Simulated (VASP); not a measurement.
# Ca2Al2O (P-3m1) in VASP: notebook

The runs below take Ca2Al2O through single point, relaxation of cell and atoms, with PBE.

All numbers are computed with VASP 6.6.1; they aren't measurements. Logs are shortened: lines on timing, memory, paths and dates and some standing lists are left out, and cuts for length are marked.

### 1 The cell of the first run

It takes space group P-3m1 (No. 164, trigonal). Conventional cell: a = 3.465 Å, b = 3.465 Å, c = 9.628 Å, α = 90.00°, β = 90.00°, γ = 120.00°. Within 3.2 Å of Ca (site symmetry 3m) lie 3 O at 2.43 Å and 3 Al at 3.19 Å. Within 3.6 Å of Al (site symmetry 3m) lie 9 Al at 2.75 to 3.47 Å and 3 Ca at 3.19 Å. Within 3.2 Å of O (site symmetry -3m) lie 6 Ca at 2.43 Å.

The cell was generated, and may not be a known phase.

### 2 Single point, PBE

INCAR

```
SYSTEM = Ca2Al2O
ALGO = Fast
EDIFF = 1E-6
ENCUT = 520
GGA = PE
ISIF = 2
ISMEAR = 0
LASPH = .TRUE.
LCHARG = .TRUE.
LELF = .TRUE.
LREAL = .FALSE.
LVHAR = .TRUE.
LWAVE = .FALSE.
NBANDS = 24
NELM = 80
PREC = Accurate
SIGMA = 0.1
```

KPOINTS

```
k-points
0
G
  12 12 4
  0 0 0
```

POSCAR

```
Ca2Al2O
1.0
    3.4650658025      0.0000000000      0.0000000000
   -1.7325329012      3.0008350107      0.0000000000
    0.0000000000      0.0000000000      9.6281354417
Ca Al O
2 2 1
Direct
    0.3333333333      0.6666666667      0.3563131782
    0.6666666667      0.3333333333      0.6436868218
    0.3333333333      0.6666666667      0.9017815300
    0.6666666667      0.3333333333      0.0982184700
    0.0000000000      0.0000000000      0.5000000000
```

Potentials or basis: VASP PAW PBE potentials, release 64 (Ca_sv, Al, O).

Started as:

```
$ cat potpaw_PBE.64/Ca_sv/POTCAR potpaw_PBE.64/Al/POTCAR potpaw_PBE.64/O/POTCAR > POTCAR
$ mpirun -np 1 vasp_std > vasp.out
```

OUTCAR:

```text
SYSTEM = Ca2Al2O
   EDIFF = 1E-6
   ENCUT = 520
   GGA = PE
   ISIF = 2
   ISMEAR = 0
   LASPH = .TRUE.
   LREAL = .FALSE.
   NELM = 80
   PREC = Accurate

 ion  position               nearest neighbor table
   1  0.333  0.667  0.356-   5 2.43   5 2.43   5 2.43   4 3.19   4 3.19   4 3.19
   2  0.667  0.333  0.644-   5 2.43   5 2.43   5 2.43   3 3.19   3 3.19   3 3.19
   3  0.333  0.667  0.902-   4 2.75   4 2.75   4 2.75   2 3.19   2 3.19   2 3.19
   4  0.667  0.333  0.098-   3 2.75   3 2.75   3 2.75   1 3.19   1 3.19   1 3.19
   5  0.000  0.000  0.500-   1 2.43   2 2.43   1 2.43   2 2.43   2 2.43   1 2.43

  LATTYP: Found a hexagonal cell.
 ALAT       =     3.4650658025
 C/A-ratio  =     2.7786298993

  Lattice vectors:

 A1 = (   3.4650658025,   0.0000000000,   0.0000000000)
 A2 = (  -1.7325329012,   3.0008350107,   0.0000000000)
 A3 = (   0.0000000000,   0.0000000000,   9.6281354417)

Analysis of symmetry for initial positions (statically):
=====================================================================
 Subroutine PRICEL returns:
 Original cell was already a primitive cell.

 Routine SETGRP: Setting up the symmetry group for a
 hexagonal supercell.

 Subroutine GETGRP returns: Found 12 space group operations
 (whereof 12 operations were pure point group operations)
 out of a pool of 24 trial point group operations.

The static configuration has the point symmetry D_3d.

Analysis of symmetry for dynamics (positions and initial velocities):
=====================================================================
 Subroutine PRICEL returns:
 Original cell was already a primitive cell.

 Routine SETGRP: Setting up the symmetry group for a
 hexagonal supercell.

 Subroutine GETGRP returns: Found 12 space group operations
 (whereof 12 operations were pure point group operations)
 out of a pool of 24 trial point group operations.

The dynamic configuration has the point symmetry D_3d.

 Subroutine INISYM returns: Found 12 space group operations
 (whereof 12 operations are pure point group operations),
 and found     1 'primitive' translations

----------------------------------------------------------------------------------------

                                     Primitive cell

  volume of cell :     100.1142

  direct lattice vectors                    reciprocal lattice vectors
     3.465065802  0.000000000  0.000000000     0.288594808  0.166620290  0.000000000
    -1.732532901  3.000835011  0.000000000     0.000000000  0.333240580  0.000000000
     0.000000000  0.000000000  9.628135442     0.000000000  0.000000000  0.103862270

  length of vectors
     3.465065802  3.465065802  9.628135442     0.333240580  0.333240580  0.103862270

  position of ions in fractional coordinates (direct lattice)
     0.333333333  0.666666667  0.356313178
     0.666666667  0.333333333  0.643686822
     0.333333333  0.666666667  0.901781530
     0.666666667  0.333333333  0.098218470
     0.000000000  0.000000000  0.500000000

  ion indices of the primitive-cell ions
   primitive index   ion index
                 1           1
                 2           2
                 3           3
                 4           4
                 5           5

----------------------------------------------------------------------------------------

 KPOINTS: k-points

Automatic generation of k-mesh.
 Grid dimensions read from file:
 generate k-points for:   12   12    4

 Generating k-lattice:

  Cartesian coordinates                     Fractional coordinates (reciprocal lattice)
     0.024049567  0.013885024  0.000000000     0.083333333  0.000000000  0.000000000
     0.000000000  0.027770048  0.000000000     0.000000000  0.083333333  0.000000000
     0.000000000  0.000000000  0.025965567     0.000000000  0.000000000  0.250000000

  Length of vectors
     0.027770048  0.027770048  0.025965567

  Shift w.r.t. Gamma in fractional coordinates (k-lattice)
     0.000000000  0.000000000  0.000000000

 Subroutine IBZKPT returns following result:
 ===========================================

 Found     69 irreducible k-points:

 Following reciprocal coordinates:
            Coordinates               Weight
  0.000000  0.000000  0.000000      1.000000
  0.083333  0.000000  0.000000      6.000000
  0.166667  0.000000  0.000000      6.000000
  0.250000  0.000000  0.000000      6.000000
  0.333333  0.000000  0.000000      6.000000
  0.416667 -0.000000  0.000000      6.000000
[... 16 lines left out ...]
  0.166667  0.000000  0.250000      6.000000
  0.000000  0.166667  0.250000      6.000000
 [... further k-points ...]
   k-points           NKPTS =     69   k-points in BZ     NKDIM =     69   number of bands    NBANDS=     24
   number of dos      NEDOS =    301   number of ions     NIONS =      5
   total plane-waves  NPLWV =  56448
   dimension x,y,z NGX =    28 NGY =   28 NGZ =   72
   dimension x,y,z NGXF=    56 NGYF=   56 NGZF=  144
   ions per type =               2   2   1
[... 72 lines left out ...]
      2     -36.2486      2.00000
      3     -17.7335      2.00000
      4     -17.1935      2.00000
      5     -17.1662      2.00000
      6     -17.1662      2.00000
[... 16 lines left out ...]
     23       8.7889      0.00000
     24       8.7889      0.00000

 k-point     2 :       0.0833    0.0000    0.0000
  band No.  band energies     occupation
      1     -36.2923      2.00000
      2     -36.2461      2.00000
      3     -17.7243      2.00000
      4     -17.2132      2.00000
      5     -17.1774      2.00000
      6     -17.1757      2.00000
[... 16 lines left out ...]
     23       8.9722      0.00000
     24       9.1411      0.00000

 k-point     3 :       0.1667    0.0000    0.0000
  band No.  band energies     occupation
      1     -36.2811      2.00000
      2     -36.2393      2.00000
      3     -17.7051      2.00000
      4     -17.2916      2.00000
      5     -17.2319      2.00000
      6     -17.1992      2.00000
[... 16 lines left out ...]
     23       8.4713      0.00000
     24       9.4487      0.00000

 k-point     4 :       0.2500    0.0000    0.0000
  band No.  band energies     occupation
      1     -36.2654      2.00000
      2     -36.2304      2.00000
      3     -17.7024      2.00000
      4     -17.3908      2.00000
      5     -17.2986      2.00000
      6     -17.2289      2.00000
[... 16 lines left out ...]
     23       8.5799      0.00000
     24       9.3905      0.00000

 k-point     5 :       0.3333    0.0000    0.0000
  band No.  band energies     occupation
      1     -36.2489      2.00000
      2     -36.2222      2.00000
      3     -17.7430      2.00000
      4     -17.4739      2.00000
      5     -17.3254      2.00000
      6     -17.2571      2.00000
[... 16 lines left out ...]
     23       8.7628      0.00000
     24       9.5206      0.00000

 k-point     6 :       0.4167   -0.0000    0.0000
  band No.  band energies     occupation
      1     -36.2357      2.00000
      2     -36.2173      2.00000
      3     -17.7983      2.00000
      4     -17.5318      2.00000
      5     -17.3112      2.00000
      6     -17.2772      2.00000
[... 16 lines left out ...]
     23       9.0331      0.00000
     24       9.4565      0.00000
[... 379 lines left out ...]
 k-point    21 :       0.0833    0.0000    0.2500
  band No.  band energies     occupation
      1     -36.2923      2.00000
      2     -36.2461      2.00000
      3     -17.7243      2.00000
      4     -17.2133      2.00000
      5     -17.1775      2.00000
      6     -17.1756      2.00000
[... 16 lines left out ...]
     23       8.9227      0.00000
     24       9.1628      0.00000

 k-point    22 :       0.0000    0.0833    0.2500
  band No.  band energies     occupation
      1     -36.2923      2.00000
      2     -36.2461      2.00000
      3     -17.7243      2.00000
      4     -17.2133      2.00000
      5     -17.1775      2.00000
      6     -17.1756      2.00000
[... 16 lines left out ...]
     23       9.0584      0.00000
     24       9.1474      0.00000

 k-point    23 :       0.1667    0.0000    0.2500
  band No.  band energies     occupation
      1     -36.2811      2.00000
      2     -36.2393      2.00000
      3     -17.7050      2.00000
      4     -17.2916      2.00000
      5     -17.2319      2.00000
      6     -17.1992      2.00000
[... 16 lines left out ...]
     23       8.4388      0.00000
     24       9.4678      0.00000

 k-point    24 :       0.0000    0.1667    0.2500
  band No.  band energies     occupation
      1     -36.2811      2.00000
      2     -36.2393      2.00000
      3     -17.7050      2.00000
      4     -17.2916      2.00000
      5     -17.2318      2.00000
      6     -17.1992      2.00000
[... 16 lines left out ...]
     23       8.6927      0.00000
     24       9.3126      0.00000

 [... further k-points ...]

------------------------ aborting loop because EDIFF is reached ----------------------------------------

  FORCE on cell =-STRESS in cart. coord.  units (eV):
  Direction    XX          YY          ZZ          XY          YZ          ZX
  --------------------------------------------------------------------------------------
  -------------------------------------------------------------------------------------
  Total        0.0894696      0.0894696      0.0950124      0.0000000      0.0000000      0.0000000
  in kB        1.4318258      1.4318258      1.5205295      0.0000000      0.0000000      0.0000000
  external PRESSURE =       1.4613937 kB  Pullay stress =       0.0000000 kB

 VOLUME and BASIS-vectors are now :
 -----------------------------------------------------------------------------
  energy-cutoff  :      520.00
  volume of cell :      100.11
      direct lattice vectors                 reciprocal lattice vectors
     3.465065802  0.000000000  0.000000000     0.288594808  0.166620290  0.000000000
    -1.732532901  3.000835011  0.000000000     0.000000000  0.333240580  0.000000000
     0.000000000  0.000000000  9.628135442     0.000000000  0.000000000  0.103862270

 POSITION                                       TOTAL-FORCE (eV/Angst)
 -----------------------------------------------------------------------------------
     -0.00000      2.00056      3.43063         0.000000     -0.000000     -0.033253
      1.73253      1.00028      6.19750        -0.000000      0.000000      0.033253
     -0.00000      2.00056      8.68247        -0.000000      0.000000      0.011263
      1.73253      1.00028      0.94566        -0.000000     -0.000000     -0.011263
      0.00000      0.00000      4.81407        -0.000000      0.000000      0.000000
 -----------------------------------------------------------------------------------
    total drift:                                0.000000     -0.000000     -0.000000

  FREE ENERGIE OF THE ION-ELECTRON SYSTEM (eV)
  ---------------------------------------------------
  free  energy   TOTEN  =       -21.9369097153 eV

  energy  without entropy=      -21.9304726997  energy(sigma->0) =      -21.93369121
```

Run time: 9.3 min. Hardware: 1 thread of Oxide Virtual Turin-like, shared host; peak memory 0.3 GiB.

Results:

| Item | Value |
| --- | --- |
| Free energy | -21.9369 eV |
| Pressure | 0.1 GPa |
| Largest force | 0.033 eV/Å |
| Band gap on the k mesh | zero (bands 16 and 17 overlap by 2.37 eV) |

Forces in eV/Å, atoms in the order of the input:
```
Ca   0.000  0.000 -0.033
Ca   0.000  0.000  0.033
Al   0.000  0.000  0.011
Al   0.000  0.000 -0.011
O    0.000  0.000  0.000
```

Levels at points of the mesh, in eV from the Fermi level:
| k point | band 13 | band 14 | band 15 | band 16 | band 17 | band 18 | band 19 | band 20 |
| --- | --- | --- | --- | --- | --- | --- | --- | --- |
| (0.00, 0.00, 0.00) | -4.32 | -4.32 | -2.44 | 1.37 | 1.85 | 2.80 | 2.80 | 2.89 |
| (0.50, 0.00, 0.00) | -4.45 | -4.09 | -1.89 | -1.45 | 0.34 | 0.85 | 1.59 | 2.38 |
| (0.00, 0.00, 0.50) | -4.32 | -4.32 | -1.54 | 0.13 | 2.21 | 2.78 | 2.79 | 2.79 |
| (0.50, 0.00, 0.50) | -4.45 | -4.07 | -1.79 | -1.48 | -0.01 | 1.57 | 1.65 | 2.20 |

### 3 Relaxation of cell and atoms, PBE

This run uses another cell than the first one, of 16.38 Å³/atom.

INCAR

```
PREC = Accurate
ENCUT = 600
EDIFF = 1E-6
ISMEAR = 0
SIGMA = 0.1
LREAL = F
LASPH = T
NELM = 60
ALGO = Normal
ISIF = 3
LWAVE = F
LCHARG = F
GGA = PE
IBRION = 2
NSW = 90
EDIFFG = -0.04
```

KPOINTS

```
regular mesh
0
Gamma
  6 6 4
```

POSCAR

```
Ca2Al2O
1.0
    3.7691836500      0.0000000000      0.0000000000
   -1.8845918300      3.2642087900      0.0000000000
    0.0000000000      0.0000000000      6.6553722000
Ca Al O
2 2 1
Direct
    0.3333333300      0.6666666700      0.2107614700
    0.6666666700      0.3333333300      0.7892385300
    0.3333333300      0.6666666700      0.8751271400
    0.6666666700      0.3333333300      0.1248728600
    0.0000000000      0.0000000000      0.5000000000
```

Potentials or basis: VASP PAW PBE potentials, release 64 (Ca_sv, Al, O).

Started as:

```
$ cat potpaw_PBE.64/Ca_sv/POTCAR potpaw_PBE.64/Al/POTCAR potpaw_PBE.64/O/POTCAR > POTCAR
$ mpirun -np 1 vasp_std > vasp.out
```

It took 15 min on 1 thread of Oxide Virtual Turin-like, shared host; peak memory 0.21 GiB.

Results (log left out):

```yaml
Free_energy: -21.7014 eV
Relaxed_volume: 19.84 Å³/atom
Relaxed_cell: a = 3.481 Å, b = 3.481 Å, c = 9.454 Å, α = 90.00°, β = 90.00°, γ = 120.00°
Space_group_after_relaxing_to_0.1_Å: P-3m1 (No. 164)
Energy_gained_by_relaxing: 3358.6 meV/atom
Ionic_steps: 23
Pressure_after_relaxing: 0.0 GPa
Largest_force_after_relaxing: 0.040 eV/Å
Band_gap_on_the_k_mesh: zero (bands 16 and 17 overlap by 2.57 eV)
```

Forces in eV/Å, atoms in the order of the input:
```
Ca   0.000  0.000 -0.003
Ca   0.000  0.000  0.003
Al   0.000  0.000  0.040
Al   0.000  0.000 -0.040
O    0.000  0.000  0.000
```

Stress tensor (GPa, compression positive):
```
 0.06  0.00  0.00
 0.00  0.06  0.00
 0.00  0.00 -0.15
```

Step by step:
```csv
step,energy change (eV),largest force (eV/Å),pressure (GPa),volume (Å³)
1,0.0000,11.0910,49.09,81.88
2,-11.1957,1.9225,-6.57,156.14
3,-11.3003,2.6495,-3.91,142.35
4,-12.6052,2.6238,-3.87,132.42
5,-15.4246,0.3845,0.21,105.27
6,-15.4195,0.6184,2.87,100.44
7,-15.4576,0.1409,1.29,103.08
8,-15.7395,1.3156,1.64,103.39
9,-15.7389,1.3810,1.74,103.37
10,-16.1513,0.7288,-1.63,108.98
11,-16.3053,0.7194,-3.87,113.12
12,-16.5320,0.5563,-2.85,107.92
13,-16.5474,0.7558,-2.53,106.62
14,-16.6352,0.4222,0.35,101.46
15,-16.6380,0.4634,1.05,100.38
16,-16.6967,0.5010,0.70,100.43
17,-16.7439,0.6727,-0.18,100.50
18,-16.7635,0.3675,0.07,100.49
19,-16.7851,0.1268,-0.89,100.69
20,-16.7857,0.1624,-0.75,100.66
21,-16.7919,0.0629,0.32,98.76
22,-16.7920,0.0674,0.19,98.98
23,-16.7930,0.0396,-0.01,99.22
```

Final structure:
```
CELL_PARAMETERS angstrom
3.48109 0.00000 0.00000
-1.74055 3.01471 0.00000
0.00000 0.00000 9.45426
ATOMIC_POSITIONS crystal
Ca 0.33333 0.66667 0.35572
Ca 0.66667 0.33333 0.64428
Al 0.33333 0.66667 0.90116
Al 0.66667 0.33333 0.09884
O 0.00000 0.00000 0.50000
```

Levels at points of the mesh, in eV from the Fermi level:
| k point | band 12 | band 13 | band 14 | band 15 | band 16 | band 17 | band 18 | band 19 | band 20 |
| --- | --- | --- | --- | --- | --- | --- | --- | --- | --- |
| (0.00, 0.00, 0.00) | -4.16 | -4.15 | -4.15 | -2.17 | 1.70 | 2.29 | 3.03 | 3.03 | 3.16 |
| (0.50, 0.00, 0.00) | -4.35 | -4.26 | -3.98 | -1.74 | -1.28 | 0.59 | 1.09 | 1.86 | 2.40 |
| (0.00, 0.00, 0.50) | -5.00 | -4.15 | -4.15 | -1.21 | 0.49 | 2.55 | 3.02 | 3.02 | 3.05 |
| (0.50, 0.00, 0.50) | -4.36 | -4.26 | -3.96 | -1.63 | -1.31 | 0.22 | 1.86 | 1.93 | 2.38 |

Caveat: the volume moved by over 15 % at a fixed basis, so the end points are rough.

### 4 Relaxation of cell and atoms, PBE

INCAR

```
SYSTEM = Ca2Al2O
PREC = Accurate
ENCUT = 600
EDIFF = 1E-6
ISMEAR = 0
SIGMA = 0.1
LREAL = .FALSE.
LASPH = .TRUE.
NELM = 100
ALGO = Fast
ISIF = 3
LWAVE = .FALSE.
LCHARG = .FALSE.
GGA = PE
IBRION = 2
NSW = 100
EDIFFG = -0.01
```

KPOINTS

```
regular mesh
0
G
  12 12 4
  0 0 0
```

POSCAR

```
Ca2Al2O
1.0
    3.4635646347      0.0000000000      0.0000000000
   -1.7317823173      2.9995349613      0.0000000000
    0.0000000000      0.0000000000      9.6544688238
Ca Al O
2 2 1
Direct
    0.3333333333      0.6666666667      0.3567649288
    0.6666666667      0.3333333333      0.6432350712
    0.3333333333      0.6666666667      0.9008092735
    0.6666666667      0.3333333333      0.0991907265
    0.0000000000      0.0000000000      0.5000000000
```

Started as:

```
$ cat potpaw_PBE.64/Ca_sv/POTCAR potpaw_PBE.64/Al/POTCAR potpaw_PBE.64/O/POTCAR > POTCAR
$ mpirun -np 1 vasp_std > vasp.out
```

Wall time 14 min (1 thread of Oxide Virtual Turin-like, shared host); peak memory 0.34 GiB.

Results (log left out):

```yaml
Free_energy: -21.9394 eV
Relaxed_volume: 20.08 Å³/atom
Relaxed_cell: a = 3.468 Å, b = 3.468 Å, c = 9.636 Å, α = 90.00°, β = 90.00°, γ = 120.00°
Space_group_after_relaxing_to_0.1_Å: P-3m1 (No. 164)
Energy_gained_by_relaxing: 0.3 meV/atom
Ionic_steps: 6
Pressure_after_relaxing: 0.0 GPa
Largest_force_after_relaxing: 0.009 eV/Å
Band_gap_on_the_k_mesh: zero (bands 16 and 17 overlap by 2.36 eV)
```

Forces on the atoms (eV/Å):
```
Ca   0.000  0.000 -0.004
Ca   0.000  0.000  0.004
Al   0.000  0.000 -0.009
Al   0.000  0.000  0.009
O    0.000  0.000  0.000
```

Stress tensor (GPa, compression positive):
```
 0.03  0.00  0.00
 0.00  0.03  0.00
 0.00  0.00 -0.06
```

Step by step:
```csv
step,energy change (eV),largest force (eV/Å),pressure (GPa),volume (Å³)
1,0.0000,0.0928,-0.04,100.30
2,-0.0009,0.0530,0.03,100.23
3,-0.0013,0.0292,0.16,100.11
4,-0.0015,0.0086,-0.05,100.45
5,-0.0015,0.0088,-0.02,100.39
6,-0.0015,0.0089,0.00,100.38
```

Final structure:
```
Ca Al O
1.0
     3.46812    0.00000    0.00000
    -1.73406    3.00348    0.00000
     0.00000    0.00000    9.63623
Ca Al O
2 2 1
Direct
  0.33333 0.66667 0.35602
  0.66667 0.33333 0.64398
  0.33333 0.66667 0.90213
  0.66667 0.33333 0.09787
  0.00000 0.00000 0.50000
```

Levels at points of the mesh, in eV from the Fermi level:
```tsv
k point	band 14	band 15	band 16	band 17	band 18	band 19
(0.00, 0.00, 0.00)	-4.30	-2.44	1.37	1.84	2.80	2.80
(0.50, 0.00, 0.00)	-4.09	-1.89	-1.44	0.35	0.85	1.59
(0.00, 0.00, 0.50)	-4.30	-1.53	0.12	2.21	2.77	2.79
(0.50, 0.00, 0.50)	-4.07	-1.78	-1.47	0.00	1.57	1.66
```

### 5 Summary

| task | cell | k mesh | cutoff (eV) | gap on the mesh (eV) | pressure (GPa) | relaxed volume (Å³/atom) | largest force (eV/Å) |
| --- | --- | --- | --- | --- | --- | --- | --- |
| single point | a = 3.465, b = 3.465, c = 9.628 Å, angles 90.0, 90.0, 120.0°, 5 atoms, atomic positions A | 12 × 12 × 4 | 520 | none | 0.1 | - | 0.03 |
| relaxation of cell and atoms | relaxed from a = 3.769, b = 3.769, c = 6.655 Å, angles 90.0, 90.0, 120.0°, 5 atoms, atomic positions B | 6 × 6 × 4 | 600 | none | 0.0 | 19.84 | 0.04 |
| relaxation of cell and atoms | relaxed from a = 3.464, b = 3.464, c = 9.654 Å, angles 90.0, 90.0, 120.0°, 5 atoms, atomic positions C | 12 × 12 × 4 | 600 | none | 0.0 | 20.08 | 0.01 |

Alike in all rows: level PBE; potentials or basis VASP PAW PBE potentials, release 64 (Ca_sv, Al, O); no spin polarisation; smearing gaussian 0.1 eV.

Caveats: the volume moved by over 15 % at a fixed basis, so the end points are rough (at least some runs).

Total energies depend on the potentials used, so only differences within one code and one set of settings carry meaning.
